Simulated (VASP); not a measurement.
# MgO2 (R-3m) in VASP: a series of runs

MgO2 is run at these levels: PBEsol; tasks: relaxation of shape and atoms at fixed volume.

Everything below comes from runs of VASP 6.6.1. Logs are shortened: lines on timing, memory, paths and dates and some standing lists are left out, and cuts for length are marked.

### Step 1. The cell of the first run

The structure is trigonal, space group R-3m (No. 166). Conventional cell: a = 3.096 Å, b = 3.096 Å, c = 10.203 Å, α = 90.00°, β = 90.00°, γ = 120.00°. Mg (site symmetry -3m) has 6 O at 2.04 Å within 2.7 Å. Within 1.9 Å of O (site symmetry 3m) lie 1 O at 1.45 Å.

### Step 2. Relaxation of shape and atoms at fixed volume, PBEsol (volume scaled by 0.94)

Contents of INCAR:

```
SYSTEM = MgO2
ALGO     = Normal         ! electronic algorithm
EDIFF    = 1E-6           ! SCF threshold, eV
EDIFFG   = -0.01          ! ionic threshold
ENCUT    = 600            ! plane-wave cutoff, eV
GGA      = PS             ! functional
IBRION   = 2              ! ionic algorithm
ISIF     = 4              ! what is computed and relaxed
ISMEAR   = 0              ! smearing method
LASPH    = .True.         ! aspherical terms in the spheres
LCHARG   = .False.        ! write CHGCAR
LREAL    = .False.        ! projectors in reciprocal space
LWAVE    = .False.        ! write WAVECAR
NELM     = 80             ! most SCF steps
NSW      = 50             ! ionic steps
PREC     = Accurate       ! precision mode
SIGMA    = 0.02           ! smearing width, eV
```

Contents of KPOINTS:

```
k-points
0
Gamma
  12 12 12
  0 0 0
```

Contents of POSCAR:

```
MgO2
1.0
    1.5482305885      0.8938713470      3.4010737662
   -1.5482305885      0.8938713470      3.4010737662
    0.0000000000     -1.7877426940      3.4010737662
Mg O
1 2
Direct
    0.0000000000      0.0000000000      0.0000000000
    0.4291373465      0.4291373465      0.4291373465
    0.5708626535      0.5708626535      0.5708626535
```

Potentials or basis: VASP PAW PBE potentials, release 64 (Mg, O).

On the command line:

```bash
cat potpaw_PBE.64/Mg/POTCAR potpaw_PBE.64/O/POTCAR > POTCAR
mpirun -np 1 vasp_std > vasp.out
```

OUTCAR:

```text
SYSTEM = MgO2
   EDIFF = 1E-6
   EDIFFG = -0.01
   ENCUT = 600
   GGA = PS
   IBRION = 2
   ISIF = 4
   ISMEAR = 0
   LASPH = .True.
   LREAL = .False.
   NELM = 80
   NSW = 50
   PREC = Accurate

 ion  position               nearest neighbor table
   1  0.000  0.000  0.000-   3 2.04   2 2.04   3 2.04   3 2.04   2 2.04   2 2.04
   2  0.429  0.429  0.429-   3 1.45   1 2.04   1 2.04   1 2.04
   3  0.571  0.571  0.571-   2 1.45   1 2.04   1 2.04   1 2.04

  LATTYP: Found a trigonal (rhomboedric) cell.
 ALAT       =     3.8423074712
 COS(alpha) =     0.6752740079

  Lattice vectors:

 A1 = (   1.5482305885,   0.8938713470,   3.4010737662)
 A2 = (  -1.5482305885,   0.8938713470,   3.4010737662)
 A3 = (   0.0000000000,  -1.7877426940,   3.4010737662)

Analysis of symmetry for initial positions (statically):
=====================================================================
 Subroutine PRICEL returns:
 Original cell was already a primitive cell.

 Routine SETGRP: Setting up the symmetry group for a
 trigonal (rhombohedral) supercell.

 Subroutine GETGRP returns: Found 12 space group operations
 (whereof 12 operations were pure point group operations)
 out of a pool of 12 trial point group operations.

The static configuration has the point symmetry D_3d.

Analysis of symmetry for dynamics (positions and initial velocities):
=====================================================================
 Subroutine PRICEL returns:
 Original cell was already a primitive cell.

 Routine SETGRP: Setting up the symmetry group for a
 trigonal (rhombohedral) supercell.

 Subroutine GETGRP returns: Found 12 space group operations
 (whereof 12 operations were pure point group operations)
 out of a pool of 12 trial point group operations.

The dynamic configuration has the point symmetry D_3d.

 Subroutine INISYM returns: Found 12 space group operations
 (whereof 12 operations are pure point group operations),
 and found     1 'primitive' translations

----------------------------------------------------------------------------------------

                                     Primitive cell

  volume of cell :      28.2409

  direct lattice vectors                    reciprocal lattice vectors
     1.548230589  0.893871347  3.401073766     0.322949310  0.186454871  0.098008263
    -1.548230589  0.893871347  3.401073766    -0.322949310  0.186454871  0.098008263
     0.000000000 -1.787742694  3.401073766     0.000000000 -0.372909742  0.098008263
[... 100 lines left out ...]
   EFERMI =   0.00;   METHOD = LEGACY
   ISMEAR =     0;   SIGMA  =   0.02  broadening in eV -4-tet -1-fermi 0-gaus
   EFERMI_NEDOS =   21; number of points for ismear=-14 and -15
   IALGO  =     38    algorithm
   IMIX   =      4    mixing-type and parameters
     AMIX     =   0.40;   BMIX     =  1.00
     AMIX_MAG =   1.60;   BMIX_MAG =  1.00
  volume/ion in A,a.u.               =       9.41        63.53
  Fermi-wavevector in a.u.,A,eV,Ry     =   1.295661  2.448445 22.840624  1.678738
  Thomas-Fermi vector in A             =   2.427167
   LORBIT       =      0    0 simple, 1 ext, 2 COOP (PROOUT), +10 PAW based schemes
   GGA     = PS    functional components
   LHFCALC =     F    Hartree Fock is set to
   AEXX    =    0.0000 exact exchange contribution
   IVDW    =     0    specifies the selected vdW correction
   LEPSILON=     F    determine dielectric tensor
   LRPA    =     F    only Hartree local field effects (RPA)
 conjugate gradient relaxation of ions
 non-spin polarized calculation
 Gauss-broadening in eV      SIGMA  =   0.02
  energy-cutoff  :      600.00
  volume of cell :       28.24
 maximum number of plane-waves:       962
   NGX = 15   NGY = 15   NGZ = 15

--------------------------------------- Ionic step        1  -------------------------------------------

 number of electron      14.0000003 magnetization

 Free energy of the ion-electron system (eV)
  ---------------------------------------------------
  ext. energy  EPLUGINS =         0.00000000
  ---------------------------------------------------
  free energy    TOTEN  =       -17.17813952 eV

  energy without entropy =      -17.17813952  energy(sigma->0) =      -17.17813952

------------------------ aborting loop because EDIFF is reached ----------------------------------------

  FORCE on cell =-STRESS in cart. coord.  units (eV):
  Direction    XX          YY          ZZ          XY          YZ          ZX
  --------------------------------------------------------------------------------------
  -------------------------------------------------------------------------------------
  Total        1.3287583      1.3287583      2.2157053      0.0000000      0.0000000      0.0000000
  in kB       75.3839034     75.3839034    125.7027050      0.0000000      0.0000000      0.0000000
  external PRESSURE =      92.1568373 kB  Pullay stress =       0.0000000 kB
[... 172 lines left out ...]
--------------------------------------- Ionic step        6  -------------------------------------------

 number of electron      14.0000002 magnetization

 Free energy of the ion-electron system (eV)
  ---------------------------------------------------
  ext. energy  EPLUGINS =         0.00000000
  ---------------------------------------------------
  free energy    TOTEN  =       -17.18141783 eV

  energy without entropy =      -17.18141783  energy(sigma->0) =      -17.18141783

 E-fermi :   3.5489     XC(G=0): -10.9333

 val. band max:        3.4260103037   @ k =   0.5000   0.5000   0.5000
 cond. band min:       6.0029186194   @ k =   0.5000   0.5000   0.5000
 fundamental gap:      2.5769083157
 Fermi energy:         3.5488888875

 k-point     1 :       0.0000    0.0000    0.0000
  band No.  band energies     occupation
      1     -18.5929      2.00000
      2     -11.1471      2.00000
      3      -4.9348      2.00000
      4      -0.1578      2.00000
      5      -0.1578      2.00000
      6       2.4951      2.00000
      7       2.4951      2.00000
      8       8.4212      0.00000
      9       8.5492      0.00000
     10      16.1372      0.00000
     11      17.8969      0.00000
[... 309 lines left out ...]
 k-point    24 :      -0.4167    0.1667    0.0000
  band No.  band energies     occupation
      1     -17.9211      2.00000
      2     -11.5614      2.00000
      3      -3.8067      2.00000
      4      -2.8274      2.00000
      5      -1.0493      2.00000
      6       1.7879      2.00000
      7       2.0562      2.00000
      8       7.8388      0.00000
      9      13.1758      0.00000
     10      14.4449      0.00000
     11      16.7614      0.00000

 [... further k-points ...]
[... 5 lines left out ...]
  --------------------------------------------------------------------------------------
  -------------------------------------------------------------------------------------
  Total        1.5029426      1.5029426      1.4997814      0.0000000      0.0000000      0.0000000
  in kB       85.2658266     85.2658266     85.0864879      0.0000000      0.0000000      0.0000000
  external PRESSURE =      85.2060470 kB  Pullay stress =       0.0000000 kB
[... 18 lines left out ...]
  FREE ENERGIE OF THE ION-ELECTRON SYSTEM (eV)
  ---------------------------------------------------
  free  energy   TOTEN  =       -17.1814178282 eV

  energy  without entropy=      -17.1814178282  energy(sigma->0) =      -17.18141783

 reached required accuracy - stopping structural energy minimisation
```

It took 73 s on 1 thread of Intel Xeon 6975P-C (Granite Rapids), shared host; peak memory 0.23 GiB.

What came out:

* Free energy: -17.1814 eV
* Energy gained by relaxing: 1.1 meV/atom
* Ionic steps: 6
* Pressure after relaxing: 8.5 GPa
* Band gap on the k mesh: 2.58 eV, direct

The path:
```csv
step,energy change (eV),largest force (eV/Å),pressure (GPa),volume (Å³)
1,0.0000,0.3804,9.22,28.24
2,0.0170,1.0106,7.51,28.24
3,-0.0030,0.0417,8.60,28.24
4,-0.0030,0.0346,8.66,28.24
5,-0.0032,0.0159,8.58,28.24
6,-0.0033,0.0019,8.52,28.24
```

Final structure:
```xyz
3
Lattice="1.5442 0.8916 3.4188 -1.5442 0.8916 3.4188 0.0000 -1.7831 3.4188" Properties=species:S:1:pos:R:3 pbc="T T T"
Mg    0.0000    0.0000    0.0000
O     0.0000    0.0000    4.3988
O     0.0000    0.0000    5.8576
```

Caveat: the cell differs from its parent crystal (volume scaled by 0.94); the PAW data sets were made with another functional, which shifts forces and pressure a little. A k mesh can miss the band edges.

### Step 3. Relaxation of shape and atoms at fixed volume, PBEsol (volume scaled by 0.97)

Contents of INCAR:

```
ALGO = Normal
EDIFF = 1E-6
EDIFFG = -0.01
ENCUT = 600
GGA = PS
IBRION = 2
ISIF = 4
ISMEAR = 0
LASPH = True
LCHARG = False
LREAL = False
LWAVE = False
NELM = 80
NSW = 50
PREC = Accurate
SIGMA = 0.02
```

Contents of KPOINTS:

```
k-points
0
Gamma
  12 12 12
```

Contents of POSCAR:

```
MgO2
1.0
    1.5678241584      0.9051836999      3.4224452950
   -1.5678241584      0.9051836999      3.4224452950
    0.0000000000     -1.8103673998      3.4224452950
Mg O
1 2
Direct
    0.0000000000      0.0000000000      0.0000000000
    0.4291433726      0.4291433726      0.4291433726
    0.5708566274      0.5708566274      0.5708566274
```

Potentials or basis: VASP PAW PBE potentials, release 64 (Mg, O).

On the command line:

```bash
cat potpaw_PBE.64/Mg/POTCAR potpaw_PBE.64/O/POTCAR > POTCAR
mpirun -np 1 vasp_std > vasp.out
```

Wall time 70 s (1 thread of Intel Xeon 6975P-C (Granite Rapids), shared host); peak memory 0.25 GiB.

The run converged. Its results:

```
Free energy               : -17.2178 eV
Energy gained by relaxing : 1.1 meV/atom
Ionic steps               : 6
Pressure after relaxing   : 3.6 GPa
Band gap on the k mesh    : 2.48 eV, direct
```

Forces in eV/Å, atoms in the order of the input:
```
Mg   0.000  0.000  0.000
O    0.000  0.000 -0.002
O    0.000  0.000  0.002
```

The path:
| step | energy change (eV) | largest force (eV/Å) | pressure (GPa) | volume (Å³) |
| --- | --- | --- | --- | --- |
| 1 | 0.0000 | 0.3718 | 4.29 | 29.14 |
| 2 | 0.0143 | 0.9130 | 2.69 | 29.14 |
| 3 | -0.0030 | 0.0363 | 3.68 | 29.14 |
| 4 | -0.0030 | 0.0295 | 3.74 | 29.14 |
| 5 | -0.0032 | 0.0137 | 3.68 | 29.14 |
| 6 | -0.0032 | 0.0020 | 3.63 | 29.14 |

Final structure:
```
Mg O
1.0
     1.56397    0.90296    3.43936
    -1.56397    0.90296    3.43936
     0.00000   -1.80591    3.43936
Mg O
1 2
Cartesian
  0.0000 0.0000 0.0000
  0.0000 0.0000 4.4249
  0.0000 0.0000 5.8931
```

Levels at points of the mesh, in eV from the valence-band top:
```csv
k point,band 3,band 4,band 5,band 6,band 7,band 8,band 9,band 10,band 11
"(0.00, 0.00, 0.00)",-8.15,-3.51,-3.51,-0.89,-0.89,4.81,5.03,12.48,14.26
"(0.50, 0.00, 0.00)",-7.05,-6.48,-3.91,-1.36,-1.26,4.33,8.80,10.80,12.89
"(0.50, 0.50, 0.00)",-6.35,-5.79,-4.60,-2.33,-0.18,3.69,7.88,11.42,12.94
"(0.50, 0.50, 0.50)",-5.13,-4.08,-4.08,0.00,0.00,2.48,4.99,9.94,14.63
```

Caveat: the cell differs from its parent crystal (volume scaled by 0.97); the PAW data sets were made with another functional, which shifts forces and pressure a little. A k mesh can miss the band edges.

### Step 4. Relaxation of shape and atoms at fixed volume, PBEsol (volume scaled by 1.03)

Contents of INCAR:

```
ALGO     = Normal         # electronic algorithm
EDIFF    = 1E-6           # SCF threshold, eV
EDIFFG   = -0.01          # ionic threshold
ENCUT    = 600            # plane-wave cutoff, eV
GGA      = PS             # functional
IBRION   = 2              # ionic algorithm
ISIF     = 4              # what is computed and relaxed
ISMEAR   = 0              # smearing method
LASPH    = T              # aspherical terms in the spheres
LCHARG   = F              # write CHGCAR
LREAL    = F              # projectors in reciprocal space
LWAVE    = F              # write WAVECAR
NELM     = 60             # most SCF steps
NSW      = 50             # ionic steps
PREC     = Accurate       # precision mode
SIGMA    = 0.02           # smearing width, eV
```

KPOINTS is that of step 3.

Contents of POSCAR:

```
MgO2
1.0
    1.5995059095      0.9234751674      3.4916042370
   -1.5995059095      0.9234751674      3.4916042370
    0.0000000000     -1.8469503349      3.4916042370
Mg O
1 2
Direct
    0.0000000000      0.0000000000      0.0000000000
    0.4291433726      0.4291433726      0.4291433726
    0.5708566274      0.5708566274      0.5708566274
```

On the command line:

```bash
cat potpaw_PBE.64/Mg/POTCAR potpaw_PBE.64/O/POTCAR > POTCAR
mpirun -np 1 vasp_std > vasp.out
```

Wall time 71 s (1 thread of Intel Xeon 6975P-C (Granite Rapids), shared host); peak memory 0.23 GiB.

Results (log left out):

```yaml
Free_energy: -17.2175 eV
Energy_gained_by_relaxing: 0.1 meV/atom
Ionic_steps: 5
Pressure_after_relaxing: -4.1 GPa
Band_gap_on_the_k_mesh: 2.30 eV, direct
```

Step by step:
| step | energy change (eV) | largest force (eV/Å) | pressure (GPa) | volume (Å³) |
| --- | --- | --- | --- | --- |
| 1 | 0.0000 | 0.0291 | -4.24 | 30.94 |
| 2 | -0.0003 | 0.0283 | -4.15 | 30.94 |
| 3 | -0.0004 | 0.0277 | -4.09 | 30.94 |
| 4 | -0.0003 | 0.0616 | -4.20 | 30.94 |
| 5 | -0.0004 | 0.0008 | -4.11 | 30.94 |

Final structure:
```
Mg O
1.0
     1.60203    0.92493    3.48063
    -1.60203    0.92493    3.48063
     0.00000   -1.84986    3.48063
Mg O
1 2
Direct
  0.00000 0.00000 0.00000
  0.42888 0.42888 0.42888
  0.57112 0.57112 0.57112
```

Levels at points of the mesh, in eV from the valence-band top:
```csv
k point,band 3,band 4,band 5,band 6,band 7,band 8,band 9,band 10,band 11
"(0.00, 0.00, 0.00)",-7.79,-3.39,-3.39,-0.82,-0.82,4.47,4.86,12.05,13.85
"(0.50, 0.00, 0.00)",-6.76,-6.14,-3.73,-1.28,-1.13,4.19,8.49,10.14,12.46
"(0.50, 0.50, 0.00)",-6.10,-5.47,-4.41,-2.18,-0.13,3.53,7.67,10.91,12.30
"(0.50, 0.50, 0.50)",-4.99,-3.92,-3.92,0.00,0.00,2.30,4.83,9.36,14.06
```

Caveat: the cell differs from its parent crystal (volume scaled by 1.03); the PAW data sets were made with another functional, which shifts forces and pressure a little.

### Step 5. Summary

```tsv
cell	gap on the mesh (eV)	pressure (GPa)
relaxed from a = 3.842 Å, angles 47.5°, 3 atoms	2.58	8.5
relaxed from a = 3.872 Å, angles 47.8°, 3 atoms	2.48	3.6
relaxed from a = 3.950 Å, angles 47.8°, 3 atoms	2.30	-4.1
```

Alike in all rows: task relaxation of shape and atoms at fixed volume; level PBEsol; potentials or basis VASP PAW PBE potentials, release 64 (Mg, O); no spin polarisation; k mesh 12 × 12 × 12; cutoff (eV) 600; smearing gaussian 0.02 eV.

Caveats: the PAW data sets were made with another functional, which shifts forces and pressure a little.

Total energies depend on the potentials used, so only differences within one code and one set of settings carry meaning.
